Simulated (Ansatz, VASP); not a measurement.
This is a calculation of Au for VASP 6.6.1.

File INCAR:

```
SYSTEM = Au
  PREC = Accurate
  ENCUT = 500
  EDIFF = 1E-6
  ISMEAR = 0
  SIGMA = 0.024
  LREAL = .False.
  LASPH = .True.
  NELM = 120
  ALGO = Normal
  ISIF = 2
  LWAVE = .False.
  LCHARG = .True.
  GGA = PE
  LELF = .True.
  LVHAR = .True.
  NBANDS = 12
  GGA_COMPAT = .False.
```

Contents of KPOINTS:

```
regular mesh
0
Gamma
  11 11 11
  0 0 0
```

File POSCAR:

```
Au
1.0
   -1.6572690000      1.6572690000      1.6572690000
    1.6572690000     -1.6572690000      1.6572690000
    1.6572690000      1.6572690000     -1.6572690000
Au
1
Direct
    0.0000000000      0.0000000000      0.0000000000
```

Potentials or basis: VASP PAW PBE potentials, release 64 (Au).

Command:

```bash
$ cat potpaw_PBE.64/Au/POTCAR > POTCAR
$ mpirun -np 1 vasp_std > vasp.out
```

**Question.** Set up the same calculation for Ansatz 0.2.0. Potentials there: Ansatz PAW.

**Answer.** As run (the cutoff follows the program's own potentials):

File input.yaml:

```yaml
crystal:
  lattice:
    - [-1.657269, 1.657269, 1.657269]
    - [1.657269, -1.657269, 1.657269]
    - [1.657269, 1.657269, -1.657269]
  atoms:
    - { symbol: Au, position: [0.0, 0.0, 0.0] }
hamiltonian:
  xc: pbe
  pseudopotentials: { kind: paw }
kpoints:
  mp_grid: { grid: [11, 11, 11] }
scf:
  occupations: { method: gaussian, width: 0.024 }
output:
  forces: true
  stress: true
  eigenvalues: true
```

Potentials or basis: Ansatz PAW.

The run is started by

```sh
$ ansatz run input.yaml --threads 2 --pin off --max-ram 5632MiB --backend cpu --events-out ev --progress --plain --runs-dir out
```

Both were run:

|  | VASP | Ansatz | Ansatz less VASP |
| --- | --- | --- | --- |
| gap on the k mesh at the Fermi level (eV) | none | none | - |
| pressure (GPa) | -1.1 | -0.8 | +0.21 |

A gap of «none» marks a metal or a gap that the smearing closes. With one functional, cell and mesh, what is left measures potentials, basis and numerics. VASP's potentials hold 11 valence electrons a cell and Ansatz's 19, so a difference there can come from the potentials and not from the codes.

Neither program's run includes spin-orbit coupling.
